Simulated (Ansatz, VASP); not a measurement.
Two plane-wave programs on Zr3S2

File INCAR:

```
PREC = Accurate ; ENCUT = 520
EDIFF = 1E-6 ; ISMEAR = -1
SIGMA = 0.05 ; LREAL = F
LASPH = T ; NELM = 100
ALGO = Normal ; ISIF = 2
LWAVE = F ; LCHARG = F
GGA = PS ; NBANDS = 32
```

File KPOINTS:

```
regular mesh
0
Gamma
  5 5 5
```

File POSCAR:

```
Zr3S2
1.0
    3.0186394916      1.7428123231      3.4877732718
   -3.0186394916      1.7428123231      3.4877732718
    0.0000000000     -3.4856246461      3.4877732718
Zr S
3 2
Direct
    0.8387270000      0.5000000000      0.1612730000
    0.5000000000      0.1612730000      0.8387270000
    0.1612730000      0.8387270000      0.5000000000
    0.6650230000      0.6650230000      0.6650230000
    0.3349770000      0.3349770000      0.3349770000
```

File input.yaml:

```yaml
crystal:
  lattice:
    - [3.0186394916, 1.7428123231, 3.4877732718]
    - [-3.0186394916, 1.7428123231, 3.4877732718]
    - [0.0, -3.4856246461, 3.4877732718]
  atoms:
    - { symbol: Zr, position: [0.838727, 0.5, 0.161273] }
    - { symbol: Zr, position: [0.5, 0.161273, 0.838727] }
    - { symbol: Zr, position: [0.161273, 0.838727, 0.5] }
    - { symbol: S, position: [0.665023, 0.665023, 0.665023] }
    - { symbol: S, position: [0.334977, 0.334977, 0.334977] }
hamiltonian:
  xc: pbesol
  pseudopotentials: { kind: paw }
kpoints:
  mp_grid: { grid: [5, 5, 5] }
scf:
  occupations: { method: fermi_dirac, width: 0.05 }
output:
  forces: true
  stress: true
  eigenvalues: true
```

Alike in both runs: task single point; functional PBEsol; k mesh 5 × 5 × 5; occupations fermi-dirac, width 0.05 eV; no spin polarisation.

|  | VASP | Ansatz |
| --- | --- | --- |
| version | VASP 6.6.1 | Ansatz 0.2.0 |
| potentials or method | VASP PAW PBE potentials, release 64 (Zr_sv, S) | Ansatz PAW |
| plane-wave cutoff (eV) | 520 | 420 |
| valence electrons in the cell | 48 | 48 |

|  | VASP | Ansatz | Ansatz less VASP |
| --- | --- | --- | --- |
| gap on the k mesh at the Fermi level (eV) | none | none | - |
| pressure (GPa) | -12.0 | -12.1 | -0.11 |
| traceless stress, the component that is largest in VASP (GPa) | 1.61 | 1.56 | -0.050 |
| rms of the force components (eV/Å) | 0.150 | 0.152 | +0.0027 |

VASP's potentials were made for PBE, not for PBEsol. Atom by atom the forces differ by 0.003 eV/Å (rms over components). A gap of «none» marks a metal or a gap that the smearing closes.
